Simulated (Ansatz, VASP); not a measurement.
**Two plane-wave programs on F**

File INCAR:

```
SYSTEM = F
PREC = Accurate ; ENCUT = 520
EDIFF = 1E-8 ; ISMEAR = -1
SIGMA = 0.05 ; LREAL = .FALSE.
LASPH = .TRUE. ; NELM = 80
ALGO = Normal ; ISIF = 2
LWAVE = .FALSE. ; LCHARG = .FALSE.
GGA = PE ; LEFG = .TRUE.
NBANDS = 10
```

KPOINTS

```
regular mesh
0
G
  16 16 16
  0 0 0
```

File POSCAR:

```
F
1.0
    0.0000000000      1.7398861719      1.7398861719
    1.7398861719      0.0000000000      1.7398861719
    1.7398861719      1.7398861719      0.0000000000
F
1
Direct
    0.0000000000      0.0000000000      0.0000000000
```

Input for Ansatz:

```yaml
crystal:
  lattice:
    - [0.0, 1.7398861719, 1.7398861719]
    - [1.7398861719, 0.0, 1.7398861719]
    - [1.7398861719, 1.7398861719, 0.0]
  atoms:
    - { symbol: F, position: [0.0, 0.0, 0.0] }
kpoints:
  mp_grid: { grid: [16, 16, 16] }
scf:
  occupations: { method: fermi_dirac, width: 0.05 }
hamiltonian:
  xc: pbe
  pseudopotentials: { kind: paw }
output:
  forces: true
  stress: true
  eigenvalues: true
  efg: { contact_densities: true }
```

Change from the starting cell: volume scaled by 1.04, PAW files.

Alike in both runs: task electric field gradients; functional PBE; k mesh 16 × 16 × 16; occupations fermi-dirac, width 0.05 eV; no spin polarisation.

```csv
,VASP,Ansatz
version,VASP 6.6.1,Ansatz 0.2.0
potentials or method,"VASP PAW PBE potentials, release 64 (F)","PAW with Ansatz's default frozen-core files, scalar-relativistic"
plane-wave cutoff (eV),520,420
valence electrons in the cell,7,7
```

Ansatz gave:

| Item | Value |
| --- | --- |
| pressure (GPa) | -1.8 |

Q: Which values does VASP return?

A: Pressure (GPa): -2.4.
